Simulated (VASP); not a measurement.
Here is a VASP 6.6.1 calculation.

INCAR

```
ALGO = Normal
EDIFF = 1E-8
ENCUT = 520
GGA = PS
ISIF = 2
ISMEAR = -1
LASPH = True
LCHARG = False
LEFG = True
LREAL = False
LWAVE = False
NBANDS = 12
NELM = 100
PREC = Accurate
SIGMA = 0.03
```

File KPOINTS:

```
k-points
0
Gamma
  16 16 16
```

Contents of POSCAR:

```
Ga
1.0
   -1.4040000000      1.4040000000      2.2067100000
    1.4040000000     -1.4040000000      2.2067100000
    1.4040000000      1.4040000000     -2.2067100000
Ga
1
Direct
    0.0000000000      0.0000000000      0.0000000000
```

Potentials or basis: VASP PAW PBE potentials, release 64 (Ga_d).

The run is started by

```bash
$ cat potpaw_PBE.64/Ga_d/POTCAR > POTCAR
$ mpirun -np 1 vasp_std > vasp.out
```

Estimate the pressure.

1.3 GPa.

Electric field gradients, principal values (V/Å²):
```csv
atom,least,middle,greatest (by size)
1 Ga,-9.440,-9.443,18.883
```

Caveat: the cell differs from its parent crystal (zz strain of -1 %); without QUAD_EFG the Cq values of the log hold for a quadrupole moment of 1 mb, not for the nuclei; the PAW data sets were made with another functional, which shifts forces and pressure a little.
